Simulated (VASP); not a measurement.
# Mo (P6/mmm) in VASP: further runs, part 2 of 2

VASP 6.6.1. The steps go on from the part before.

## Step 3: Single point, PBE (strain +0.000 along x and y, -0.015 along z)

INCAR

```
  ALGO = Normal
  EDIFF = 1E-6
  ENCUT = 520
  GGA = PE
  ISIF = 2
  ISMEAR = 0
  LASPH = T
  LCHARG = T
  LELF = T
  LREAL = F
  LVHAR = T
  LWAVE = F
  NBANDS = 13
  NELM = 60
  PREC = Accurate
  SIGMA = 0.15
```

KPOINTS

```
k-points
0
Gamma
  21 21 18
```

POSCAR

```
Mo
1.0
    2.7355103972      0.0000000000      0.0000000000
   -1.3677551986      2.3690214963      0.0000000000
    0.0000000000      0.0000000000      2.5168529895
Mo
1
Direct
    0.0000000000      0.0000000000      0.5000000000
```

Potentials or basis: VASP PAW PBE potentials, release 64 (Mo_sv).

The run is started by

```
> cat potpaw_PBE.64/Mo_sv/POTCAR > POTCAR
> mpirun -np 1 vasp_std > vasp.out
```

OUTCAR:

```text
EDIFF = 1E-6
   ENCUT = 520
   GGA = PE
   ISIF = 2
   ISMEAR = 0
   LASPH = T
   LREAL = F
   NELM = 60
   PREC = Accurate

 ion  position               nearest neighbor table
   1  0.000  0.000  0.500-

  LATTYP: Found a hexagonal cell.
 ALAT       =     2.7355103972
 C/A-ratio  =     0.9200670530

  Lattice vectors:

 A1 = (   2.7355103972,   0.0000000000,   0.0000000000)
 A2 = (  -1.3677551986,   2.3690214963,   0.0000000000)
 A3 = (   0.0000000000,   0.0000000000,   2.5168529895)

Analysis of symmetry for initial positions (statically):
=====================================================================
 Subroutine PRICEL returns:
 Original cell was already a primitive cell.

 Routine SETGRP: Setting up the symmetry group for a
 hexagonal supercell.

 Subroutine GETGRP returns: Found 24 space group operations
 (whereof 24 operations were pure point group operations)
 out of a pool of 24 trial point group operations.

The static configuration has the point symmetry D_6h.

Analysis of symmetry for dynamics (positions and initial velocities):
=====================================================================
 Subroutine PRICEL returns:
 Original cell was already a primitive cell.

 Routine SETGRP: Setting up the symmetry group for a
 hexagonal supercell.

 Subroutine GETGRP returns: Found 24 space group operations
 (whereof 24 operations were pure point group operations)
 out of a pool of 24 trial point group operations.

The dynamic configuration has the point symmetry D_6h.

 Subroutine INISYM returns: Found 24 space group operations
 (whereof 24 operations are pure point group operations),
 and found     1 'primitive' translations

----------------------------------------------------------------------------------------

                                     Primitive cell

  volume of cell :      16.3104

[... 107 lines left out ...]
  volume/ion in A,a.u.               =      16.31       110.07
  Fermi-wavevector in a.u.,A,eV,Ry     =   1.555831  2.940094 32.934402  2.420610
  Thomas-Fermi vector in A             =   2.659715
   LORBIT       =      0    0 simple, 1 ext, 2 COOP (PROOUT), +10 PAW based schemes
   GGA     = PE    functional components
   LHFCALC =     F    Hartree Fock is set to
   AEXX    =    0.0000 exact exchange contribution
   IVDW    =     0    specifies the selected vdW correction
   LEPSILON=     F    determine dielectric tensor
   LRPA    =     F    only Hartree local field effects (RPA)
 non-spin polarized calculation
 Gauss-broadening in eV      SIGMA  =   0.15
  energy-cutoff  :      520.00
  volume of cell :       16.31
 maximum number of plane-waves:       454
   NGX = 11   NGY = 11   NGZ =  9

 number of electron      14.0000006 magnetization

 Free energy of the ion-electron system (eV)
  ---------------------------------------------------
  ext. energy  EPLUGINS =         0.00000000
  ---------------------------------------------------
  free energy    TOTEN  =       -10.05312603 eV

  energy without entropy =      -10.04249973  energy(sigma->0) =      -10.04781288

 E-fermi :  11.7700     XC(G=0): -13.0581

 val. band max:       11.7674587597   @ k =   0.2381   0.2381   0.3333
 cond. band min:      11.7836211678   @ k =   0.4762   0.0000   0.0556
 fundamental gap:      0.0161624080
 Fermi energy:        11.7700104281

 k-point     1 :       0.0000    0.0000    0.0000
  band No.  band energies     occupation
      1     -49.2493      2.00000
      2     -22.5283      2.00000
      3     -22.5283      2.00000
      4     -22.3542      2.00000
      5       4.9731      2.00000
      6       7.3657      2.00000
      7      10.8379      2.00000
      8      10.8379      2.00000
      9      16.0535      0.00000
     10      16.0535      0.00000
     11      24.6976      0.00000
     12      28.1148      0.00000
     13      32.3747      0.00000
[... 354 lines left out ...]
  band No.  band energies     occupation
      1     -49.1359      2.00000
      2     -23.2247      2.00000
      3     -22.7243      2.00000
      4     -22.2773      2.00000
      5       6.8904      2.00000
      6       8.2006      2.00000
      7       9.5244      2.00000
      8      13.1684      0.00000
      9      14.3368      0.00000
     10      15.6276      0.00000
     11      26.1715      0.00000
     12      27.5153      0.00000
     13      30.8651      0.00000

 [... further k-points ...]
[... 5 lines left out ...]
  --------------------------------------------------------------------------------------
  -------------------------------------------------------------------------------------
  Total        0.8590913      0.8590913      0.5000658     -0.0000000      0.0000000      0.0000000
  in kB       84.3887758     84.3887758     49.1215988     -0.0000000      0.0000000      0.0000000
  external PRESSURE =      72.6330502 kB  Pullay stress =       0.0000000 kB

 VOLUME and BASIS-vectors are now :
 -----------------------------------------------------------------------------
  energy-cutoff  :      520.00
  volume of cell :       16.31
      direct lattice vectors                 reciprocal lattice vectors
     2.735510397  0.000000000  0.000000000     0.365562493  0.211057604  0.000000000
    -1.367755199  2.369021496  0.000000000     0.000000000  0.422115207  0.000000000
     0.000000000  0.000000000  2.516852989     0.000000000  0.000000000  0.397321577

 POSITION                                       TOTAL-FORCE (eV/Angst)
 -----------------------------------------------------------------------------------
      0.00000      0.00000      1.25843         0.000000      0.000000      0.000000
 -----------------------------------------------------------------------------------
    total drift:                               -0.000000      0.000000     -0.000000

  FREE ENERGIE OF THE ION-ELECTRON SYSTEM (eV)
  ---------------------------------------------------
  free  energy   TOTEN  =       -10.0531260263 eV

  energy  without entropy=      -10.0424997270  energy(sigma->0) =      -10.04781288
```

OSZICAR:

```text
N       E                     dE             d eps       ncg     rms          rms(c)
DAV:   1     0.112315477111E+03    0.11232E+03   -0.91350E+03 12578   0.112E+03
DAV:   2    -0.910628728494E+01   -0.12142E+03   -0.11751E+03 14115   0.332E+02
DAV:   3    -0.105018414074E+02   -0.13956E+01   -0.13923E+01 14620   0.366E+01
DAV:   4    -0.105060116653E+02   -0.41703E-02   -0.41702E-02 14215   0.225E+00
DAV:   5    -0.105060458747E+02   -0.34209E-04   -0.34207E-04 14820   0.171E-01    0.135E+01
DAV:   6    -0.101060909152E+02    0.39995E+00   -0.52423E-01 12675   0.861E+00    0.436E+00
DAV:   7    -0.100552473944E+02    0.50844E-01   -0.10450E-01 13910   0.367E+00    0.715E-01
DAV:   8    -0.100530820070E+02    0.21654E-02   -0.35924E-03 13045   0.757E-01    0.734E-02
DAV:   9    -0.100531207998E+02   -0.38793E-04   -0.47290E-05 15615   0.859E-02    0.528E-02
DAV:  10    -0.100531258269E+02   -0.50271E-05   -0.12942E-05 13540   0.426E-02    0.153E-03
DAV:  11    -0.100531260263E+02   -0.19937E-06   -0.10989E-07  7770   0.410E-03
   1 F= -.10053126E+02 E0= -.10047813E+02  d E =-.106263E-01
```

It took 34 s on 1 thread of Intel Xeon Platinum 8559C (Emerald Rapids), shared host; peak memory 0.2 GiB.

Results:

```
Free energy            : -10.0531 eV
Pressure               : 7.3 GPa
Band gap on the k mesh : zero (band 7 reaches 12.76 eV, above the bottom of band 8 at 10.84 eV)
```

Caveat: the cell differs from its parent crystal (strain +0.000 along x and y, -0.015 along z).

## Step 4: Single point, PBE (strain -0.015 along x and y, +0.015 along z)

INCAR

```
ALGO     = Fast           # electronic algorithm
EDIFF    = 1E-6           # SCF threshold, eV
ENCUT    = 520            # plane-wave cutoff, eV
GGA      = PE             # functional
ISIF     = 2              # what is computed and relaxed
ISMEAR   = 0              # smearing method
LASPH    = True           # aspherical terms in the spheres
LCHARG   = False          # write CHGCAR
LREAL    = False          # projectors in reciprocal space
LWAVE    = False          # write WAVECAR
NBANDS   = 13             # bands
NELM     = 80             # most SCF steps
PREC     = Accurate       # precision mode
SIGMA    = 0.15           # smearing width, eV
```

KPOINTS is that of step 3.

POSCAR

```
Mo
1.0
    2.6944777412      0.0000000000      0.0000000000
   -1.3472388706      2.3334861739      0.0000000000
    0.0000000000      0.0000000000      2.5935084105
Mo
1
Direct
    0.0000000000      0.0000000000      0.5000000000
```

The run is started by

```
> cat potpaw_PBE.64/Mo_sv/POTCAR > POTCAR
> mpirun -np 1 vasp_std > vasp.out
```

Wall time 40 s (1 thread of Intel Xeon Platinum 8559C (Emerald Rapids), shared host); peak memory 0.2 GiB.

It converged, with:

```
Free energy            : -10.0208 eV
Pressure               : 8.2 GPa
Band gap on the k mesh : zero (band 7 reaches 12.66 eV, above the bottom of band 8 at 10.92 eV)
```

Stress tensor (GPa, compression positive):
```
13.99  0.00  0.00
 0.00 13.99  0.00
 0.00  0.00 -3.50
```

Levels at points of the mesh, in eV from the Fermi level:
```csv
k point,band 4,band 5,band 6,band 7,band 8,band 9,band 10,band 11
"(0.00, 0.00, 0.00)",-34.28,-6.89,-4.43,-0.95,-0.95,4.05,4.05,13.17
"(0.00, 0.00, 0.50)",-34.14,-4.00,-0.25,-0.23,-0.23,1.09,1.09,9.51
```

Caveat: the cell differs from its parent crystal (strain -0.015 along x and y, +0.015 along z).

## Step 5: Single point, PBE (strain -0.015 along x and y, +0.030 along z)

Changes to INCAR since step 4:

```diff
@@ -1,3 +1,3 @@
-ALGO     = Fast           # electronic algorithm
-EDIFF    = 1E-6           # SCF threshold, eV
+ALGO     = Normal         # electronic algorithm
+EDIFF    = 1E-7           # SCF threshold, eV
 ENCUT    = 520            # plane-wave cutoff, eV
@@ -11,3 +11,3 @@
 NBANDS   = 13             # bands
-NELM     = 80             # most SCF steps
+NELM     = 100            # most SCF steps
 PREC     = Accurate       # precision mode
```

KPOINTS is that of step 4.

Changes to POSCAR since step 4:

```diff
@@ -4,3 +4,3 @@
    -1.3472388706      2.3334861739      0.0000000000
-    0.0000000000      0.0000000000      2.5935084105
+    0.0000000000      0.0000000000      2.6318361210
 Mo
```

The run is started by

```
> cat potpaw_PBE.64/Mo_sv/POTCAR > POTCAR
> mpirun -np 1 vasp_std > vasp.out
```

It took 36 s on 1 thread of Intel Xeon Platinum 8559C (Emerald Rapids), shared host; peak memory 0.2 GiB.

It converged, with:

* Free energy: -10.0114 eV
* Pressure: 5.2 GPa
* Band gap on the k mesh: zero (band 7 reaches 12.45 eV, above the bottom of band 8 at 10.75 eV)

Stress tensor (GPa, compression positive):
```
12.30  0.00  0.00
 0.00 12.30  0.00
 0.00  0.00 -8.92
```

Levels at points of the mesh, in eV from the Fermi level:
```
           k point  band 4  band 5  band 6  band 7  band 8  band 9  band 10  band 11
(0.00, 0.00, 0.00)  -34.31   -6.88   -4.37   -0.94   -0.94    3.89     3.89    13.23
(0.00, 0.00, 0.50)  -34.19   -4.09   -0.41   -0.29   -0.29    1.19     1.19     8.95
```

Caveat: the cell differs from its parent crystal (strain -0.015 along x and y, +0.030 along z).

## Step 6: The runs side by side

```tsv
cell	gap on the mesh (eV)	pressure (GPa)
a = 2.694, b = 2.694, c = 2.555 Å, angles 90.0, 90.0, 120.0°, 1 atom	none	11.4
a = 2.736, b = 2.736, c = 2.517 Å, angles 90.0, 90.0, 120.0°, 1 atom	none	7.3
a = 2.694, b = 2.694, c = 2.594 Å, angles 90.0, 90.0, 120.0°, 1 atom	none	8.2
a = 2.694, b = 2.694, c = 2.632 Å, angles 90.0, 90.0, 120.0°, 1 atom	none	5.2
```

Alike in all rows: task single point; level PBE; potentials or basis VASP PAW PBE potentials, release 64 (Mo_sv); no spin polarisation; k mesh 21 × 21 × 18; cutoff (eV) 520; smearing gaussian 0.15 eV.

Total energies depend on the potentials used, so only differences within one code and one set of settings carry meaning.
